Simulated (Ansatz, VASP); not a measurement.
# One calculation of Tc, two programs

```
Tc
1.0
     0.00000    1.95000    1.95000
     1.95000    0.00000    1.95000
     1.95000    1.95000    0.00000
Tc
1
Direct
  0.00000 0.00000 0.00000
```

Alike in both runs: task electric field gradients; functional PBE; k mesh 18 × 18 × 18; occupations fermi-dirac, width 0.03 eV; no spin polarisation.

|  | VASP | Ansatz |
| --- | --- | --- |
| version | VASP 6.6.1 | Ansatz 0.2.0 |
| potentials or method | VASP PAW PBE potentials, release 64 (Tc_pv), cutoff 520 eV | all-electron PAW with datasets made for the crystal, scalar-relativistic |

```tsv
	VASP	Ansatz	Ansatz less VASP
pressure (GPa)	-6.8	-6.2	+0.61
```

Ansatz ran all-electron here, and VASP with PAW potentials.
